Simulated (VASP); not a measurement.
Crystal: SiC.

```
Si C
1.0
     1.26829   -5.84803    0.00000
     1.26829    5.84803    0.00000
     0.00000    0.00000    3.05712
Si C
2 2
Direct
  0.10504 0.89496 0.50000
  0.89496 0.10504 0.50000
  0.21700 0.78300 0.00000
  0.78300 0.21700 0.00000
```

The cell was generated, and may not be a known phase.

| Property | Result |
| --- | --- |
| Program | VASP 6.6.1 |
| Task | relaxation of cell and atoms |
| Functional | PBE |
| Potentials or basis | VASP PAW PBE potentials, release 64 (Si, C) |
| Cutoff | 600 eV |
| k mesh | 18 × 18 × 16 |
| Occupations | gaussian, width 0.1 eV |
| Spin | no spin polarisation |

At the start: pressure 0.5 GPa; volume 11.34 Å³/atom.

Task: Where does the relaxation end?

Result: Over 11 steps the energy falls by 3.7 meV/atom and the volume is 11.45 Å³/atom (+1.0 %); space group Cmmm (No. 65, to 0.1 Å) before and after.

Step by step:
```tsv
step	energy change (eV)	largest force (eV/Å)	pressure (GPa)	volume (Å³)
1	0.0000	0.3186	0.49	45.35
2	-0.0079	0.4375	0.23	45.57
3	-0.0113	0.1829	0.30	45.49
4	-0.0142	0.0673	0.55	45.66
5	-0.0143	0.0479	0.53	45.65
6	-0.0144	0.0071	-0.45	45.91
7	-0.0146	0.0150	-0.06	45.80
8	-0.0147	0.0071	-0.01	45.80
9	-0.0148	0.0176	0.10	45.78
10	-0.0148	0.0144	0.07	45.79
11	-0.0148	0.0096	0.02	45.81
```

Final structure:
```
CELL_PARAMETERS angstrom
1.26317 -5.87913 0.00000
1.26317 5.87913 0.00000
0.00000 0.00000 3.08452
ATOMIC_POSITIONS crystal
Si 0.10709 0.89291 0.50000
Si 0.89291 0.10709 0.50000
C 0.21639 0.78361 0.00000
C 0.78361 0.21639 0.00000
```
